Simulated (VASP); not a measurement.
Input of a VASP 6.6.1 run:

The input INCAR:

```
PREC = Accurate
ENCUT = 520
EDIFF = 1E-6
ISMEAR = 0
SIGMA = 0.15
LREAL = False
LASPH = True
NELM = 80
ALGO = Fast
ISIF = 2
LWAVE = False
LCHARG = False
GGA = PE
NBANDS = 17
```

Contents of KPOINTS:

```
Automatic mesh
0
Gamma
  18 18 10
```

File POSCAR:

```
Hf
1.0
    3.1487480463      0.0000000000      0.0000000000
   -1.5743740232      2.7268957982      0.0000000000
    0.0000000000      0.0000000000      5.0578000000
Hf
2
Direct
    0.3333333333      0.6666666667      0.2500000000
    0.6666666667      0.3333333333      0.7500000000
```

Potentials or basis: VASP PAW PBE potentials, release 64 (Hf_pv).

Launch:

```console
$ cat potpaw_PBE.64/Hf_pv/POTCAR > POTCAR
$ mpirun -np 1 vasp_std > vasp.out
```

Q: Estimate the pressure.

A: 3.8 GPa.

Q: Predict the band gap on the k mesh.

A: Zero (bands 10 and 11 overlap by 1.63 eV).

Stress tensor (GPa, compression positive):
```
4.44 0.00 0.00
0.00 4.44 0.00
0.00 0.00 2.41
```

Caveat: the cell differs from its parent crystal (strain -0.015 along x and y, +0.000 along z); the cell stands under pressure; spin-orbit coupling is left out, which moves the levels of the heavy elements.
